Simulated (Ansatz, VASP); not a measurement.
## Ta3SiO4: VASP beside Ansatz

```
Ta Si O
1.0
     4.51539    0.00000    0.00000
     0.00000    4.51539    0.00000
     0.00000    0.00000    4.51539
Ta Si O
3 1 4
Direct
  0.00000 0.50000 0.50000
  0.50000 0.00000 0.50000
  0.50000 0.50000 0.00000
  0.00000 0.00000 0.00000
  0.50000 0.00000 0.00000
  0.00000 0.50000 0.00000
  0.00000 0.00000 0.50000
  0.50000 0.50000 0.50000
```

Alike in both runs: functional PBE; k mesh 4 × 4 × 4; occupations gaussian, width 0.1 eV; collinear spin.

Ansatz relaxed the structure, and its values are those at the end. VASP's run is a single point on that final structure, the one shown.

```csv
,VASP,Ansatz
version,VASP 6.6.1,Ansatz 0.2.0
potentials or method,"VASP PAW PBE potentials, release 64 (Ta_pv, Si, O), cutoff 520 eV","scalar-relativistic, plane waves, PAW"
valence electrons in the cell,61,67
```

VASP gave:

| Quantity | Value |
| --- | --- |
| gap on the k mesh at the Fermi level (eV) | none |
| pressure (GPa) | 0.1 |
| net moment per atom (μB) | 0.01 |

Q: What did Ansatz give for the same quantities?

A: gap on the k mesh at the Fermi level (eV): none; pressure (GPa): -0.3; net moment per atom (μB): 0.00.

A gap of «none» marks a metal or a gap that the smearing closes. The functional is the same, so the differences come from potentials, cutoffs and numerics. VASP's potentials hold 61 valence electrons a cell and Ansatz's 67, so a difference there can come from the potentials and not from the codes. Ansatz's warnings: seeded moment not kept.

Spin-orbit coupling is off throughout.
